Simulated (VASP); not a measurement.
Write the native input for VASP 6.6.1 that does the following.

```yaml
Task: single point
Functional: PBE
Dispersion: D3(BJ)
Potentials_or_basis: VASP PAW PBE potentials, release 64 (Si, Al)
Cutoff: 520 eV
k_mesh: 3 × 3 × 3
Occupations: gaussian, width 0.1 eV
Spin: no spin polarisation
Dipole_correction: no
Further_INCAR_settings: LREAL = Auto; ALGO = Normal; EDIFF = 1e-07; NBANDS = 68
```

The structure of Al30Si (a cell with a defect) lies in POSCAR:

```
Al30Si
1.0
    8.1000000000      0.0000000000      0.0000000000
    0.0000000000      8.1000000000      0.0000000000
    0.0000000000      0.0000000000      8.1000000000
Si Al
1 30
Direct
    0.6356216049     -0.0005171605     -0.1146170370
    0.7552030864      0.2650217284      0.0049793827
    0.7405522222     -0.0006102469      0.2388841975
   -0.0108925926     -0.0006101235     -0.0096772840
    0.2528649383      0.2452280247      0.0016043210
    0.4976475309      0.4993979012      0.0002103704
    0.7552822222      0.7336369136      0.0050576543
    0.2521393827     -0.0006325926      0.2472701235
    0.4969250617      0.2482023457      0.2463176543
    0.7514137037      0.4993492593      0.2584896296
    0.5057855556     -0.0006196296      0.5044875309
    0.7518334568      0.2452262963      0.5026404938
    0.0087139506      0.4993465432      0.0011865432
    0.2528746914      0.7535338272      0.0016139506
   -0.0003916049      0.2483598765      0.2493817284
    0.2491782716      0.4993713580      0.2508446914
    0.4969393827      0.7505625926      0.2463388889
   -0.0024943210     -0.0006348148      0.5019111111
    0.2504640741      0.2504695062      0.5002344444
    0.4983748148      0.4993465432      0.4958693827
    0.7518460494      0.7535370370      0.5026501235
    0.2547218519     -0.0006207407      0.7555607407
    0.4976024691      0.2543534568      0.7473750617
    0.7504407407      0.4993971605      0.7474212346
   -0.0003686420      0.7503597531      0.2494037037
    0.0010745679      0.4993702469      0.4989487654
    0.2504516049      0.7482537037      0.5002216049
   -0.0034517284      0.2482020988      0.7466961728
    0.2460930864      0.4993460494      0.7481418519
    0.4975429630      0.7443622222      0.7473145679
   -0.0034312346      0.7505604938      0.7467100000
```

These files were run (other wordings do the same):

INCAR

```
SYSTEM = Al30Si
PREC = Accurate
ENCUT = 520
EDIFF = 1E-7
ISMEAR = 0
SIGMA = 0.1
LREAL = Auto
LASPH = .True.
NELM = 60
ALGO = Normal
ISIF = 2
LWAVE = .False.
LCHARG = .True.
GGA = PE
IVDW = 12
LELF = .True.
LVHAR = .True.
NBANDS = 68
```

KPOINTS

```
regular mesh
0
Gamma
  3 3 3
  0 0 0
```

Potentials or basis: VASP PAW PBE potentials, release 64 (Si, Al).

Command:

```bash
$ cat potpaw_PBE.64/Si/POTCAR potpaw_PBE.64/Al/POTCAR > POTCAR
$ mpirun -np 1 vasp_std > vasp.out
```

It gave:

* Pressure: -4.2 GPa
* Largest force: 0.025 eV/Å
* Band gap on the k mesh: zero (bands 47 and 48 overlap by 0.47 eV)
* Dispersion energy per atom: -0.325 eV

It took 11 min on 1 thread of Intel(R) Xeon(R) Platinum 8559C (Emerald Rapids), on a shared host, peak memory 0.65 GiB.
